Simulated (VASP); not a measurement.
Runs of VASP 6.6.1 on Co. The structure is that of space group P6_3/mmc (No. 194), or close to it. The cells are those of the table. 

```tsv
potentials or basis	cell	k mesh	cutoff (eV)	smearing	gap on the mesh (eV)	pressure (GPa)	moment (μB)
VASP PAW LDA potentials, release 64 (Co)	a = 2.427, b = 2.427, c = 3.923 Å, angles 90.0, 90.0, 120.0°, 2 atoms	24 × 24 × 13	520	fermi-dirac 0.05 eV	none	-1.1	2.98
VASP PAW LDA potentials, release 64 (Co)	a = 2.361, b = 2.361, c = 3.816 Å, angles 90.0, 90.0, 120.0°, 2 atoms	24 × 24 × 13	520	fermi-dirac 0.05 eV	none	24.1	2.62
VASP PAW LDA potentials, release 64 (Co)	a = 2.361, b = 2.361, c = 3.815 Å, angles 90.0, 90.0, 120.0°, 2 atoms	24 × 24 × 13	520	fermi-dirac 0.05 eV	none	(c)	2.62
VASP PAW LDA potentials, release 64 (Co)	a = 2.427, b = 2.427, c = 3.923 Å, angles 90.0, 90.0, 120.0°, 2 atoms	16 × 16 × 9	520	fermi-dirac 0.05 eV	none	(b)	2.99
VASP PAW LDA potentials, release 64 (Co)	a = 2.427, b = 2.427, c = 3.923 Å, angles 90.0, 90.0, 120.0°, 2 atoms	21 × 21 × 12	520	fermi-dirac 0.05 eV	none	-1.0	2.98
VASP PAW LDA potentials, release 64 (Co)	a = 2.427, b = 2.427, c = 3.923 Å, angles 90.0, 90.0, 120.0°, 2 atoms	15 × 15 × 8	520	methfessel-paxton 1 eV	none	-8.0	(a)
VASP PAW LDA potentials, release 64 (Co_sv)	a = 2.427, b = 2.427, c = 3.923 Å, angles 90.0, 90.0, 120.0°, 2 atoms	15 × 15 × 8	690	gaussian 0.03 eV	none	-1.1	3.02
```

Alike in all rows: task single point; level LDA; spin collinear, ferromagnetic start.

Problem. Estimate the missing entries.

Solution. (a) 1.78; (b) -0.9; (c) 24.2.

Caveats: the cell stands under pressure (at least some runs); the cell stands under tension (at least some runs); so wide a smearing shifts energies and pressures (at least some runs).

A gap of «none» marks levels without a gap at the run's occupations.

The runs don't all hold the same shells in valence.
